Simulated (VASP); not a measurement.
The system is CuI (Marshite).

```
CELL_PARAMETERS angstrom
0.00000 3.03150 3.03150
3.03150 0.00000 3.03150
3.03150 3.03150 0.00000
ATOMIC_POSITIONS crystal
I 0.00000 0.00000 0.00000
Cu 0.75000 0.75000 0.75000
```

Program: VASP 6.6.1. Alike in all runs: task single point; potentials or basis VASP PAW PBE potentials, release 64 (I, Cu); no spin polarisation; cell as given; k mesh 8 × 8 × 8; cutoff (eV) 520.

Task: Order these runs on this cell by their band gap on the k mesh, lowest first.
A. level PBEsol+U; U Cu d U = 3.0 eV; smearing fermi-dirac 0.05 eV
B. level PBEsol+U; U Cu d U = 2.0 eV; smearing fermi-dirac 0.05 eV
C. level PBE; smearing gaussian 0.03 eV
D. level PBEsol+U; U Cu d U = 8.0 eV; smearing fermi-dirac 0.05 eV
E. level PBEsol+U; U Cu d U = 6.0 eV; smearing fermi-dirac 0.05 eV

Result: C (1.14 eV), B (1.34 eV), A (1.49 eV), E (1.91 eV), D (2.17 eV).

Caveats: spin-orbit coupling is left out, which moves the levels of the heavy elements.
